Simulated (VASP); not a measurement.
Here is a VASP 6.6.1 calculation.

The input INCAR:

```
SYSTEM = SnO
  PREC = Accurate
  ENCUT = 520
  EDIFF = 1E-8
  ISMEAR = -1
  SIGMA = 0.02
  LREAL = .False.
  LASPH = .True.
  NELM = 100
  ALGO = Normal
  ISIF = 2
  LWAVE = .False.
  LCHARG = .False.
  GGA = CA
  LEFG = .True.
  NBANDS = 28
```

Contents of KPOINTS:

```
regular mesh
0
Gamma
  6 6 5
  0 0 0
```

POSCAR

```
SnO
1.0
    3.8020000000      0.0000000000      0.0000000000
    0.0000000000      3.8020000000      0.0000000000
    0.0000000000      0.0000000000      4.8360000000
Sn O
2 2
Direct
    0.0000000000      0.5000000000      0.2385000000
    0.5000000000      0.0000000000      0.7615000000
    0.0000000000      0.0000000000      0.0000000000
    0.5000000000      0.5000000000      0.0000000000
```

Potentials or basis: VASP PAW LDA potentials, release 64 (Sn_d, O).

The run is started by

```bash
$ cat potpaw_LDA.64/Sn_d/POTCAR potpaw_LDA.64/O/POTCAR > POTCAR
$ mpirun -np 1 vasp_std > vasp.out
```

Problem. Estimate the band gap on the k mesh.

Solution. 0.09 eV, indirect (least direct gap 1.96 eV).

Problem. Predict the largest force.

Solution. 0.151 eV/Å.

Problem. Predict the pressure.

Solution. -2.5 GPa.

Electric field gradients, principal values (V/Å²):
```csv
atom,least,middle,greatest (by size)
1 Sn,82.439,82.439,-164.878
2 Sn,82.439,82.439,-164.878
3 O,-0.979,-0.979,1.958
4 O,-0.979,-0.979,1.958
```

Caveat: without QUAD_EFG the Cq values of the log hold for a quadrupole moment of 1 mb, not for the nuclei; spin-orbit coupling is left out, which moves the levels of the heavy elements. A k mesh can miss the band edges.
